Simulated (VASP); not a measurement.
# Sb in VASP: notebook, part 2 of 2

VASP 6.6.1. The steps go on from the part before.

## 3. Single point, PBE+D3(BJ) (layers slid over each other)

INCAR

```
SYSTEM = Sb
PREC = Accurate ; ENCUT = 400
EDIFF = 1E-6 ; ISMEAR = 0
SIGMA = 0.05 ; LREAL = .False.
LASPH = .True. ; NELM = 120
ALGO = Normal ; ISIF = 2
LWAVE = .False. ; LCHARG = .False.
LDIPOL = .True. ; IDIPOL = 3
DIPOL = 0.5 0.5 0.388 ; GGA = PE
IVDW = 12 ; NBANDS = 38
GGA_COMPAT = .False. ; NELMDL = -8
```

KPOINTS

```
regular mesh
0
Gamma
  9 9 1
  0 0 0
```

POSCAR

```
Sb
1.0
    4.0686848921      0.0000000000      0.0000000000
   -2.0343424461      3.5235844766      0.0000000000
    0.0000000000      0.0000000000     20.8000277116
Sb
4
Direct
    0.3333333333      0.6666666667      0.2956733491
    0.6666666667      0.3333333333      0.2163458656
    0.2222222222      1.1111111111      0.5600967399
    0.5555555556      0.7777777778      0.4807692564
```

Potentials or basis: VASP PAW PBE potentials, release 64 (Sb_d_GW).

Command:

```bash
$ cat potpaw_PBE.64/Sb_d_GW/POTCAR > POTCAR
$ mpirun -np 1 vasp_std > vasp.out
```

OUTCAR:

```text
SYSTEM = Sb
   PREC = Accurate
   ENCUT = 400
   EDIFF = 1E-6
   ISMEAR = 0
   LREAL = .False.
   LASPH = .True.
   NELM = 120
   ISIF = 2
   GGA = PE
   IVDW = 12
   NELMDL = -8
 IVDW          = 12

 ion  position               nearest neighbor table
   1  0.333  0.667  0.296-   2 2.87   2 2.87   2 2.87
   2  0.667  0.333  0.216-   1 2.87   1 2.87   1 2.87
   3  0.222  0.111  0.560-   4 2.87   4 2.87   4 2.87
   4  0.556  0.778  0.481-   3 2.87   3 2.87   3 2.87

  LATTYP: Found a hexagonal cell.
 ALAT       =     4.0686848921
 C/A-ratio  =     5.1122237930

  Lattice vectors:

 A1 = (   4.0686848921,   0.0000000000,   0.0000000000)
 A2 = (  -2.0343424461,   3.5235844766,   0.0000000000)
 A3 = (   0.0000000000,   0.0000000000,  20.8000277116)

Analysis of symmetry for initial positions (statically):
=====================================================================
 Subroutine PRICEL returns:
 Original cell was already a primitive cell.

 Routine SETGRP: Setting up the symmetry group for a
 hexagonal supercell.

 Subroutine GETGRP returns: Found  4 space group operations
 (whereof  2 operations were pure point group operations)
 out of a pool of 24 trial point group operations.

The static configuration has the point symmetry C_1h.
 The point group associated with its full space group is C_2h.

Analysis of symmetry for dynamics (positions and initial velocities):
=====================================================================
 Subroutine PRICEL returns:
 Original cell was already a primitive cell.

 Routine SETGRP: Setting up the symmetry group for a
 hexagonal supercell.

 Subroutine GETGRP returns: Found  4 space group operations
 (whereof  2 operations were pure point group operations)
 out of a pool of 24 trial point group operations.

The dynamic configuration has the point symmetry C_1h.
 The point group associated with its full space group is C_2h.

 Subroutine INISYM returns: Found  4 space group operations
 (whereof  2 operations are pure point group operations),
 and found     1 'primitive' translations

----------------------------------------------------------------------------------------

                                     Primitive cell

  volume of cell :     298.1966

  direct lattice vectors                    reciprocal lattice vectors
     4.068684892  0.000000000  0.000000000     0.245779663  0.141900954  0.000000000
    -2.034342446  3.523584477  0.000000000     0.000000000  0.283801909  0.000000000
     0.000000000  0.000000000 20.800027712     0.000000000  0.000000000  0.048076859

  length of vectors
     4.068684892  4.068684892 20.800027712     0.283801909  0.283801909  0.048076859

  position of ions in fractional coordinates (direct lattice)
     0.333333333  0.666666667  0.295673349
     0.666666667  0.333333333  0.216345866
     0.222222222  0.111111111  0.560096740
     0.555555556  0.777777778  0.480769256

  ion indices of the primitive-cell ions
   primitive index   ion index
                 1           1
                 2           2
                 3           3
                 4           4

----------------------------------------------------------------------------------------

 KPOINTS: regular mesh

[... 46 lines left out ...]
 -0.222222 -0.444444  0.000000      4.000000
  0.444444  0.333333  0.000000      4.000000
   k-points           NKPTS =     25   k-points in BZ     NKDIM =     25   number of bands    NBANDS=     38
   number of dos      NEDOS =    301   number of ions     NIONS =      4
   total plane-waves  NPLWV = 109760
   dimension x,y,z NGX =    28 NGY =   28 NGZ =  140
   dimension x,y,z NGXF=    56 NGYF=   56 NGZF=  280
   ions per type =               4
   NGX,Y,Z   is equivalent  to a cutoff of  11.44, 11.44, 11.19 a.u.
   NGXF,Y,Z  is equivalent  to a cutoff of  22.88, 22.88, 22.38 a.u.
 SYSTEM =  Sb
   PREC   = accura    normal or accurate (medium, high low for compatibility)
   ISTART =      0    job   : 0-new  1-cont  2-samecut
   ICHARG =      2    charge: 1-file 2-atom 10-const
   ISPIN  =      1    spin polarized calculation?
   LNONCOLLINEAR =      F non collinear calculations
   LSORBIT =      F    spin-orbit coupling
   LASPH  =      T    aspherical Exc in radial PAW
   ENCUT  =  400.0 eV  29.40 Ry    5.42 a.u.   6.63  6.63 33.92*2*pi/ulx,y,z
   NELM   =    120;   NELMIN=  2; NELMDL= -8     # of ELM steps
   EDIFF  = 0.1E-05   stopping-criterion for ELM
   LREAL  =      F    real-space projection
   EDIFFG = 0.1E-04   stopping-criterion for IOM
   NSW    =      0    number of steps for IOM
   IBRION =     -1    ionic relax: 0-MD 1-quasi-New 2-CG
   NFREE  =      0    steps in history (QN), initial steepest desc. (CG)
   ISIF   =      2    stress and relaxation
   ISYM   =      2    0-nonsym 1-usesym 2-fastsym
   POTIM  = 0.5000    time-step for ionic-motion
   TEBEG  =    0.0;   TEEND  =   0.0 temperature during run
   PSTRESS=    0.0 pullay stress
   NELECT =      60.0000    total number of electrons
   NUPDOWN=      -1.0000    fix difference up-down
   EMIN   =  10.00;   EMAX   =-10.00  energy-range for DOS
   EFERMI =   0.00;   METHOD = LEGACY
   ISMEAR =     0;   SIGMA  =   0.05  broadening in eV -4-tet -1-fermi 0-gaus
   EFERMI_NEDOS =   21; number of points for ismear=-14 and -15
   IALGO  =     38    algorithm
   IMIX   =      4    mixing-type and parameters
     AMIX     =   0.40;   BMIX     =  1.00
     AMIX_MAG =   1.60;   BMIX_MAG =  1.00
  volume/ion in A,a.u.               =      74.55       503.08
  Fermi-wavevector in a.u.,A,eV,Ry     =   0.959307  1.812828 12.521037  0.920270
  Thomas-Fermi vector in A             =   2.088492
   LORBIT       =      0    0 simple, 1 ext, 2 COOP (PROOUT), +10 PAW based schemes
   GGA     = PE    functional components
   LHFCALC =     F    Hartree Fock is set to
   AEXX    =    0.0000 exact exchange contribution
   IVDW    =    12    specifies the selected vdW correction
   LEPSILON=     F    determine dielectric tensor
   LRPA    =     F    only Hartree local field effects (RPA)
 non-spin polarized calculation
 Gauss-broadening in eV      SIGMA  =   0.05
  energy-cutoff  :      400.00
  volume of cell :      298.20
 maximum number of plane-waves:      5503
   NGX = 13   NGY = 13   NGZ = 67

 dipolmoment           0.000000      0.000000      0.000094 electrons x Angstroem

 number of electron      59.9999996 magnetization

 dipolmoment           0.000000      0.000000     -0.000008 electrons x Angstroem

 Free energy of the ion-electron system (eV)
  ---------------------------------------------------
  ext. energy  EPLUGINS =         0.00000000
  ---------------------------------------------------
  free energy    TOTEN  =       -16.26675395 eV

  energy without entropy =      -16.26675395  energy(sigma->0) =      -16.26675395

 E-fermi :  -0.5293     XC(G=0):  -4.9030

 val. band max:       -0.8472562659   @ k =   0.0000   0.0000   0.0000
 cond. band min:       0.0170496717   @ k =   0.0000   0.3333   0.0000
 fundamental gap:      0.8643059375
 Fermi energy:        -0.5292975834

 k-point     1 :       0.0000    0.0000    0.0000
  band No.  band energies     occupation
      1     -29.5405      2.00000
      2     -29.5403      2.00000
      3     -29.5399      2.00000
      4     -29.5397      2.00000
      5     -29.4627      2.00000
      6     -29.4625      2.00000
[... 973 lines left out ...]
     37       5.0123      0.00000
     38       5.1927      0.00000

 [... further k-points ...]

------------------------ aborting loop because EDIFF is reached ----------------------------------------

 vacuum level on the upper side and lower side of the slab       (xc-potential included)        -0.146        -0.142

 Edisp (eV)   -1.16185

 E8    (eV) :    -0.5564

  FORCE on cell =-STRESS in cart. coord.  units (eV):
  Direction    XX          YY          ZZ          XY          YZ          ZX
  --------------------------------------------------------------------------------------
  -------------------------------------------------------------------------------------
  Total      -0.15301    -0.26143    -0.29419     0.09390     0.11628     0.20141
  in kB      -0.82209    -1.40463    -1.58067     0.50449     0.62478     1.08215
  external pressure =       -1.27 kB  Pullay stress =        0.00 kB

 VOLUME and BASIS-vectors are now :
 -----------------------------------------------------------------------------
  energy-cutoff  :      400.00
  volume of cell :      298.20
      direct lattice vectors                 reciprocal lattice vectors
     4.068684892  0.000000000  0.000000000     0.245779663  0.141900954  0.000000000
    -2.034342446  3.523584477  0.000000000     0.000000000  0.283801909  0.000000000
     0.000000000  0.000000000 20.800027712     0.000000000  0.000000000  0.048076859

 POSITION                                       TOTAL-FORCE (eV/Angst)
 -----------------------------------------------------------------------------------
     -0.00000      2.34906      6.15001        -0.020066     -0.011585      0.018968
      2.03434      1.17453      4.50000        -0.016937     -0.009778     -0.003728
      0.67811      0.39151     11.65003         0.016937      0.009778      0.003728
      0.67811      2.74057     10.00001         0.020066      0.011585     -0.018968
 -----------------------------------------------------------------------------------
    total drift:                               -0.000088     -0.000052     -0.000985

  FREE ENERGIE OF THE ION-ELECTRON SYSTEM (eV)
  ---------------------------------------------------
  free  energy   TOTEN  =       -17.4286030806 eV

  energy  without entropy=      -17.4286030806  energy(sigma->0) =      -17.42860308

 vacuum level on the upper side and lower side of the slab         3.724         3.731
```

stdout:

```text
POSCAR found type information on POSCAR Sb
 POSCAR found :  1 types and       4 ions
 scaLAPACK will be used
 LDA part: xc-table for (Slater+PW92), standard interpolation
 POSCAR, INCAR and KPOINTS ok, starting setup
 FFT: planning ... GRIDC
 FFT: planning ... GRID_SOFT
 FFT: planning ... GRID
 WAVECAR not read
 entering main loop
```

Run time: 3.6 min. Hardware: 1 thread of AMD EPYC 9R45 (Zen 5), shared host; peak memory 0.39 GiB.

What came out:

| Item | Value |
| --- | --- |
| Free energy | -17.4286 eV |
| Largest force | 0.030 eV/Å |
| Band gap on the k mesh | 0.86 eV (least direct gap 1.41 eV) |
| Dispersion energy per atom | -0.290 eV |

Forces on the atoms (eV/Å):
```
Sb  -0.020 -0.012  0.019
Sb  -0.017 -0.010 -0.004
Sb   0.017  0.010  0.004
Sb   0.020  0.012 -0.019
```

Caveat: the cell differs from its parent crystal (layers slid over each other); spin-orbit coupling is left out, which moves the levels of the heavy elements.

## 4. Single point, PBE+D3(BJ) (layers slid over each other)

INCAR

```
PREC = Accurate ; ENCUT = 400
EDIFF = 1E-6 ; ISMEAR = 0
SIGMA = 0.05 ; LREAL = F
LASPH = T ; NELM = 120
ALGO = Normal ; ISIF = 2
LWAVE = F ; LCHARG = F
LDIPOL = T ; IDIPOL = 3
DIPOL = 0.5 0.5 0.388 ; GGA = PE
IVDW = 12 ; NBANDS = 38
GGA_COMPAT = F ; NELMDL = -8
```

KPOINTS

```
Automatic mesh
0
Gamma
  9 9 1
```

Edit POSCAR of step 3 so:

```diff
@@ -10,3 +10,3 @@
     0.6666666667      0.3333333333      0.2163458656
-    0.2222222222      1.1111111111      0.5600967399
-    0.5555555556      0.7777777778      0.4807692564
+    0.1111111111      1.2222222222      0.5600967399
+    0.4444444444      0.8888888889      0.4807692564
```

Command:

```bash
$ cat potpaw_PBE.64/Sb_d_GW/POTCAR > POTCAR
$ mpirun -np 1 vasp_std > vasp.out
```

Run time: 4 min. Hardware: 1 thread of Intel Xeon 6975P-C (Granite Rapids), shared host; peak memory 0.4 GiB.

It converged, with:

* Free energy: -17.4304 eV
* Largest force: 0.037 eV/Å
* Band gap on the k mesh: 0.87 eV (least direct gap 1.40 eV)
* Dispersion energy per atom: -0.290 eV

Forces in eV/Å, atoms in the order of the input:
```
Sb   0.000 -0.028  0.024
Sb   0.000 -0.022 -0.005
Sb   0.000  0.022  0.005
Sb   0.000  0.028 -0.024
```

Levels at points of the mesh, in eV from the valence-band top:
```tsv
k point	band 28	band 29	band 30	band 31	band 32	band 33
(0.00, 0.00, 0.00)	-0.03	-0.01	0.00	1.52	2.01	2.69
```

Caveat: the cell differs from its parent crystal (layers slid over each other); spin-orbit coupling is left out, which moves the levels of the heavy elements.

## 5. Single point, PBE+D3(BJ) (layers slid over each other)

INCAR

```
SYSTEM = Sb
  PREC = Accurate
  ENCUT = 400
  EDIFF = 1E-6
  ISMEAR = 0
  SIGMA = 0.05
  LREAL = .FALSE.
  LASPH = .TRUE.
  NELM = 120
  ALGO = Normal
  ISIF = 2
  LWAVE = .FALSE.
  LCHARG = .TRUE.
  LDIPOL = .TRUE.
  IDIPOL = 3
  DIPOL = 0.5 0.5 0.388
  GGA = PE
  IVDW = 12
  LELF = .TRUE.
  LVHAR = .TRUE.
  LVACPOTAV = .TRUE.
  NBANDS = 38
  GGA_COMPAT = .FALSE.
  NELMDL = -8
```

KPOINTS

```
regular mesh
0
G
  9 9 1
  0 0 0
```

Edit POSCAR of step 4 so:

```diff
@@ -10,3 +10,3 @@
     0.6666666667      0.3333333333      0.2163458656
-    0.1111111111      1.2222222222      0.5600967399
-    0.4444444444      0.8888888889      0.4807692564
+    0.2222222222      1.4444444444      0.5600967399
+    0.5555555556      1.1111111111      0.4807692564
```

Command:

```bash
$ cat potpaw_PBE.64/Sb_d_GW/POTCAR > POTCAR
$ mpirun -np 1 vasp_std > vasp.out
```

Run time: 6.7 min. Hardware: 1 thread of Intel Xeon Platinum 8259CL at 2.50GHz (Skylake/Cascade Lake), shared host; peak memory 0.41 GiB.

The run converged. Its results:

```
Free energy                : -17.4676 eV
Largest force              : 0.101 eV/Å
Band gap on the k mesh     : 0.88 eV (least direct gap 1.51 eV)
Dispersion energy per atom : -0.291 eV
```

Forces in eV/Å, atoms in the order of the input:
```
Sb   0.000 -0.018  0.100
Sb   0.000 -0.018  0.015
Sb   0.000  0.018 -0.015
Sb   0.000  0.018 -0.100
```

Levels at points of the mesh, in eV from the valence-band top:
```csv
k point,band 26,band 27,band 28,band 29,band 30,band 31,band 32,band 33,band 34,band 35
"(0.00, 0.00, 0.00)",-0.25,-0.05,-0.03,-0.02,0.00,1.51,2.01,2.72,2.72,2.79
```

Caveat: the cell differs from its parent crystal (layers slid over each other); spin-orbit coupling is left out, which moves the levels of the heavy elements.

## 6. Single point, PBE+D3(BJ) (layers slid over each other)

INCAR

```
  PREC = Accurate
  ENCUT = 400
  EDIFF = 1E-6
  ISMEAR = 0
  SIGMA = 0.05
  LREAL = F
  LASPH = T
  NELM = 120
  ALGO = Normal
  ISIF = 2
  LWAVE = F
  LCHARG = F
  LDIPOL = T
  IDIPOL = 3
  DIPOL = 0.5 0.5 0.388
  GGA = PE
  IVDW = 12
  NBANDS = 38
  GGA_COMPAT = F
  NELMDL = -8
```

KPOINTS

```
Automatic mesh
0
Gamma
  9 9 1
```

Edit POSCAR of step 5 so:

```diff
@@ -10,3 +10,3 @@
     0.6666666667      0.3333333333      0.2163458656
-    0.2222222222      1.4444444444      0.5600967399
-    0.5555555556      1.1111111111      0.4807692564
+    0.4444444444      1.8888888889      0.5600967399
+    0.7777777778      1.5555555556      0.4807692564
```

Potentials or basis: VASP PAW PBE potentials, release 64 (Sb_d_GW).

Command:

```bash
$ cat potpaw_PBE.64/Sb_d_GW/POTCAR > POTCAR
$ mpirun -np 1 vasp_std > vasp.out
```

It took 4.7 min on 1 thread of Intel Xeon 6975P-C (Granite Rapids), shared host; peak memory 0.4 GiB.

It converged, with:

* Free energy: -17.4739 eV
* Largest force: 0.106 eV/Å
* Band gap on the k mesh: 0.86 eV (least direct gap 1.50 eV)
* Dispersion energy per atom: -0.291 eV

Forces on the atoms (eV/Å):
```
Sb   0.000  0.008  0.106
Sb   0.000  0.005  0.027
Sb   0.000 -0.005 -0.027
Sb   0.000 -0.008 -0.106
```

Levels at points of the mesh, in eV from the valence-band top:
```
           k point  band 26  band 27  band 28  band 29  band 30  band 31  band 32  band 33  band 34  band 35
(0.00, 0.00, 0.00)    -0.27    -0.07    -0.04    -0.03     0.00     1.50     2.00     2.69     2.72     2.78
```

Caveat: the cell differs from its parent crystal (layers slid over each other); spin-orbit coupling is left out, which moves the levels of the heavy elements.

## 7. Single point, PBE+D3(BJ) (layers slid over each other)

INCAR

```
PREC = Accurate ; ENCUT = 400
EDIFF = 1E-6 ; ISMEAR = 0
SIGMA = 0.05 ; LREAL = F
LASPH = T ; NELM = 120
ALGO = Normal ; ISIF = 2
LWAVE = F ; LCHARG = F
LDIPOL = T ; IDIPOL = 3
DIPOL = 0.5 0.5 0.388 ; GGA = PE
IVDW = 12 ; NBANDS = 38
GGA_COMPAT = F ; NELMDL = -8
```

KPOINTS

```
regular mesh
0
Gamma
  9 9 1
```

Edit POSCAR of step 6 so:

```diff
@@ -10,3 +10,3 @@
     0.6666666667      0.3333333333      0.2163458656
-    0.4444444444      1.8888888889      0.5600967399
-    0.7777777778      1.5555555556      0.4807692564
+    0.8888888889      1.4444444444      0.5600967399
+    1.2222222222      1.1111111111      0.4807692564
```

Command:

```bash
$ cat potpaw_PBE.64/Sb_d_GW/POTCAR > POTCAR
$ mpirun -np 1 vasp_std > vasp.out
```

Run time: 5.7 min. Hardware: 1 thread of Intel Xeon Platinum 8375C at 2.90GHz (Ice Lake), shared host; peak memory 0.42 GiB.

The run converged. Its results:

```yaml
Free_energy: -17.4666 eV
Largest_force: 0.093 eV/Å
Band_gap_on_the_k_mesh: 0.87 eV (least direct gap 1.51 eV)
Dispersion_energy_per_atom: -0.291 eV
```

Forces in eV/Å, atoms in the order of the input:
```
Sb  -0.002 -0.001  0.093
Sb   0.000  0.000  0.026
Sb   0.000  0.000 -0.026
Sb   0.002  0.001 -0.093
```

Levels at points of the mesh, in eV from the valence-band top:
| k point | band 26 | band 27 | band 28 | band 29 | band 30 | band 31 | band 32 | band 33 | band 34 | band 35 |
| --- | --- | --- | --- | --- | --- | --- | --- | --- | --- | --- |
| (0.00, 0.00, 0.00) | -0.26 | -0.06 | -0.04 | -0.02 | 0.00 | 1.51 | 2.00 | 2.68 | 2.75 | 2.75 |

Caveat: the cell differs from its parent crystal (layers slid over each other); spin-orbit coupling is left out, which moves the levels of the heavy elements.

## 8. Summary

```tsv
cell	gap on the mesh (eV)	largest force (eV/Å)
as given, atomic positions A	0.88	0.08
as given, atomic positions B	0.86	0.03
as given, atomic positions C	0.87	0.04
as given, atomic positions D	0.88	0.10
as given, atomic positions E	0.86	0.11
as given, atomic positions F	0.87	0.09
```

Alike in all rows: task single point; level PBE+D3(BJ); potentials or basis VASP PAW PBE potentials, release 64 (Sb_d_GW); no spin polarisation; k mesh 9 × 9 × 1; cutoff (eV) 400; smearing gaussian 0.05 eV.

Caveats: spin-orbit coupling is left out, which moves the levels of the heavy elements.

Total energies depend on the potentials used, so only differences within one code and one set of settings carry meaning.
